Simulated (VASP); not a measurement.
The system is MgO.

```xyz
2
Lattice="2.1085 2.1085 0.0000 -2.1085 2.1085 0.0000 0.0000 2.1085 2.1085" Properties=species:S:1:pos:R:3 pbc="T T T"
Mg    0.0000    0.0000    0.0000
O     0.0000    2.1085    0.0000
```

| Item | Value |
| --- | --- |
| Program | VASP 6.6.1 |
| Task | relaxation of cell and atoms |
| Functional | LDA |
| Potentials or basis | VASP PAW LDA potentials, release 64 (Mg, O) |
| Cutoff | 600 eV |
| k mesh | 14 × 14 × 14 |
| Occupations | fermi-dirac, width 0.05 eV |
| Spin | no spin polarisation |

At the start: pressure -8.5 GPa; volume 9.37 Å³/atom.

**Question.** Where does the relaxation end?

**Answer.** Over 3 steps the energy falls by 13.4 meV/atom and the volume is 8.89 Å³/atom (-5.1 %); space group Fm-3m (No. 225, to 0.05 Å).

The path:
| step | energy change (eV) | largest force (eV/Å) | pressure (GPa) | volume (Å³) |
| --- | --- | --- | --- | --- |
| 1 | 0.0000 | 0.0000 | -8.48 | 18.75 |
| 2 | -0.0227 | 0.0000 | 3.71 | 17.43 |
| 3 | -0.0267 | 0.0000 | 0.01 | 17.78 |

Final structure:
```xyz
2
Lattice="2.0717 2.0717 0.0000 -2.0717 2.0717 0.0000 0.0000 2.0717 2.0717" Properties=species:S:1:pos:R:3 pbc="T T T"
Mg    0.0000    2.0717    2.0717
O     0.0000    2.0717    0.0000
```
